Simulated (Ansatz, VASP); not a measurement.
# Te in VASP and in Ansatz

INCAR

```
PREC = Accurate
ENCUT = 520
EDIFF = 1E-6
ISMEAR = -1
SIGMA = 0.1
LREAL = False
LASPH = True
NELM = 60
ALGO = Normal
ISIF = 2
LWAVE = False
LCHARG = False
GGA = RE
NBANDS = 9
```

The input KPOINTS:

```
Automatic mesh
0
Gamma
  11 11 11
```

File POSCAR:

```
Te
1.0
    3.2645103491      0.0000000000      0.0000000000
    0.0000000000      3.2645103491      0.0000000000
    0.0000000000      0.0000000000      3.2645103491
Te
1
Direct
    0.0000000000      0.0000000000      0.0000000000
```

Input for Ansatz:

```yaml
crystal:
  lattice:
    - [3.2645103491, 0.0, 0.0]
    - [0.0, 3.2645103491, 0.0]
    - [0.0, 0.0, 3.2645103491]
  atoms:
    - { symbol: Te, position: [0.0, 0.0, 0.0] }
hamiltonian:
  xc: revpbe
  pseudopotentials:
    kind: paw
    azcp:
      Te: "pseudopotentials/Te.paw.azcp"
basis:
  ecutwfc: 420
  fft_grid_basis: typed
kpoints:
  mp_grid: { grid: [11, 11, 11], shift: [0, 0, 0] }
magnetization:
  spin_polarized: false
scf:
  occupations: { method: fermi_dirac, width: 0.1 }
  lower_state_search: "off"
output:
  stress: true
```

Alike in both runs: task single point; functional revPBE; k mesh 11 × 11 × 11; occupations fermi-dirac, width 0.1 eV; no spin polarisation.

|  | VASP | Ansatz |
| --- | --- | --- |
| version | VASP 6.6.1 | Ansatz 0.2.0 |
| potentials or method | VASP PAW PBE potentials, release 64 (Te), cutoff 520 eV | plane waves (420 eV) with PAW, scalar-relativistic |
| valence electrons in the cell | 6 | 16 |

Ansatz gave:

```
pressure (GPa) : -1.7
```

Q: Estimate VASP's values.

A: Pressure (GPa): -1.8.

VASP's potentials were made for PBE, not for revPBE. VASP's potentials hold 6 valence electrons a cell and Ansatz's 16, so a difference there can come from the potentials and not from the codes.

Neither program's run includes spin-orbit coupling.
